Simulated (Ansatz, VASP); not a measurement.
## One calculation of HfO2, two programs

File INCAR:

```
SYSTEM = HfO2
ALGO     = Normal         ! electronic algorithm
EDIFF    = 1E-6           ! SCF threshold, eV
ENCUT    = 600            ! plane-wave cutoff, eV
GGA      = PS             ! functional
GGA_COMPAT= .FALSE.      
ISIF     = 2              ! what is computed and relaxed
ISMEAR   = 0              ! smearing method
LASPH    = .TRUE.         ! aspherical terms in the spheres
LCHARG   = .FALSE.        ! write CHGCAR
LREAL    = .FALSE.        ! projectors in reciprocal space
LWAVE    = .FALSE.        ! write WAVECAR
NBANDS   = 56             ! bands
NELM     = 120            ! most SCF steps
PREC     = Accurate       ! precision mode
SIGMA    = 0.05           ! smearing width, eV
```

KPOINTS

```
k-points
0
G
  4 4 4
  0 0 0
```

File POSCAR:

```
HfO2
1.0
    0.0000000000      5.1150000000      5.1150000000
    5.1150000000      0.0000000000      5.1150000000
    2.5575000000      2.5575000000      0.0000000000
Hf O
4 8
Direct
    0.0000000000      0.0000000000      0.0000000000
    0.0000000000      0.5000000000      0.0000000000
    0.5000000000      0.0000000000      0.0000000000
    0.5000000000      0.5000000000      0.0000000000
    0.1250000000      0.1250000000      0.2500000000
    0.3750000000      0.3750000000      0.7500000000
    0.1250000000      0.6250000000      0.2500000000
    0.3750000000      0.8750000000      0.7500000000
    0.6250000000      0.1250000000      0.2500000000
    0.8750000000      0.3750000000      0.7500000000
    0.6250000000      0.6250000000      0.2500000000
    0.8750000000      0.8750000000      0.7500000000
```

Input for Ansatz:

```yaml
crystal:
  lattice:
    - [0.0, 2.5575, 2.5575]
    - [2.5575, 0.0, 2.5575]
    - [2.5575, 2.5575, 0.0]
  atoms:
    - { symbol: Hf, position: [0.0, 0.0, 0.0] }
    - { symbol: O, position: [0.25, 0.25, 0.25] }
    - { symbol: O, position: [0.75, 0.75, 0.75] }
  supercell: [2, 2, 1]
kpoints:
  mp_grid:
    grid: [4, 4, 4]
hamiltonian:
  xc: pbesol
scf:
  occupations:
    method: gaussian
    width: 0.05
output:
  eigenvalues: true
```

Alike in both runs: task single point; functional PBEsol; k mesh 4 × 4 × 4; occupations gaussian, width 0.05 eV; no spin polarisation.

|  | VASP | Ansatz |
| --- | --- | --- |
| version | VASP 6.6.1 | Ansatz 0.2.0 |
| potentials or method | VASP PAW PBE potentials, release 64 (Hf_pv, O) | plane waves, PAW |
| plane-wave cutoff (eV) | 600 | 420 |
| valence electrons in the cell | 88 | 152 |

Ansatz gave:

* gap on the k mesh at the Fermi level (eV): 3.59

Q: Estimate VASP's values.

A: gap on the k mesh at the Fermi level (eV): 3.60.

VASP's potentials were made for PBE, not for PBEsol. VASP's potentials hold 88 valence electrons a cell and Ansatz's 152, so a difference there can come from the potentials and not from the codes.

The k mesh is coarse, so the values compare programs but aren't converged. Neither program's run includes spin-orbit coupling.
